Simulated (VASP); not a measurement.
Set up this calculation in VASP 6.6.1, as the native input.

| Quantity | Value |
| --- | --- |
| Task | single point |
| Functional | PBE |
| Potentials or basis | VASP PAW PBE potentials, release 64 (Br, O, Re) |
| Cutoff | 600 eV |
| k mesh | 5 × 5 × 3 |
| Occupations | fermi-dirac, width 0.1 eV |
| Spin | no spin polarisation |
| Dipole correction | no |
| Further INCAR settings | ALGO = Normal; EDIFF = 1e-06; NBANDS = 29 |

The structure of ReBrO lies in POSCAR:

```
ReBrO
1.0
    3.7520580000      0.0000000000      0.0000000000
    0.0000000000      3.7520580000      0.0000000000
    0.0000000000      0.0000000000      6.3597390000
Br O Re
2 2 2
Direct
    0.0000000000      0.5000000000      0.6350000000
    0.5000000000      0.0000000000      0.3650000000
    0.0000000000      0.0000000000      0.0000000000
    0.5000000000      0.5000000000      0.0000000000
    0.0000000000      0.5000000000      0.1800000000
    0.5000000000      0.0000000000      0.8200000000
```

These files were run (other wordings do the same):

INCAR

```
SYSTEM = ReBrO
PREC     = Accurate       ! precision mode
ENCUT    = 600            ! plane-wave cutoff, eV
EDIFF    = 1E-6           ! SCF threshold, eV
ISMEAR   = -1             ! smearing method
SIGMA    = 0.1            ! smearing width, eV
LREAL    = .FALSE.        ! projectors in reciprocal space
LASPH    = .TRUE.         ! aspherical terms in the spheres
NELM     = 120            ! most SCF steps
ALGO     = Normal         ! electronic algorithm
ISIF     = 2              ! what is computed and relaxed
LWAVE    = .FALSE.        ! write WAVECAR
LCHARG   = .TRUE.         ! write CHGCAR
GGA      = PE             ! functional
LELF     = .TRUE.         ! ELF
LVHAR    = .TRUE.       
NBANDS   = 29             ! bands
GGA_COMPAT= .FALSE.
```

KPOINTS

```
regular mesh
0
G
  5 5 3
  0 0 0
```

Potentials or basis: VASP PAW PBE potentials, release 64 (Br, O, Re).

Launch:

```sh
$ cat potpaw_PBE.64/Br/POTCAR potpaw_PBE.64/O/POTCAR potpaw_PBE.64/Re/POTCAR > POTCAR
$ mpirun -np 1 vasp_std > vasp.out
```

It gave:

```yaml
Pressure: -3.0 GPa
Largest_force: 0.868 eV/Å
Band_gap_on_the_k_mesh: zero (bands 20 and 21 overlap by 0.60 eV)
```

Caveat: the cell stands under tension; spin-orbit coupling is left out, which moves the levels of the heavy elements.

It took 23 s on 1 thread of AMD EPYC 9R45 (Zen 5), with other jobs on the host, peak memory 0.19 GiB.
